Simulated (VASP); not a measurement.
A run of VASP 6.6.1 is set up as follows.

File INCAR:

```
SYSTEM = Be
PREC     = Accurate       ! precision mode
ENCUT    = 520            ! plane-wave cutoff, eV
EDIFF    = 1E-7           ! SCF threshold, eV
ISMEAR   = 0              ! smearing method
SIGMA    = 0.1            ! smearing width, eV
LREAL    = .False.        ! projectors in reciprocal space
LASPH    = .True.         ! aspherical terms in the spheres
NELM     = 80             ! most SCF steps
ALGO     = Normal         ! electronic algorithm
ISIF     = 2              ! what is computed and relaxed
LWAVE    = .False.        ! write WAVECAR
LCHARG   = .False.        ! write CHGCAR
GGA      = CA             ! functional
NBANDS   = 9              ! bands
```

KPOINTS

```
Automatic mesh
0
Gamma
  21 21 12
  0 0 0
```

The input POSCAR:

```
Be
1.0
    2.2718564325      0.0000000000      0.0000000000
   -1.1359282162      1.9674853843      0.0000000000
    0.0000000000      0.0000000000      3.5791652439
Be
2
Direct
    0.3333333333      0.6666666667      0.2500000000
    0.6666666667      0.3333333333      0.7500000000
```

Potentials or basis: VASP PAW LDA potentials, release 64 (Be).

The run is started by

```bash
$ cat potpaw_LDA.64/Be/POTCAR > POTCAR
$ mpirun -np 1 vasp_std > vasp.out
```

Question: Estimate the pressure.

Answer: -6.6 GPa.

Question: Estimate the band gap on the k mesh.

Answer: Zero (band 2 reaches 7.64 eV, above the bottom of band 3 at 5.58 eV).
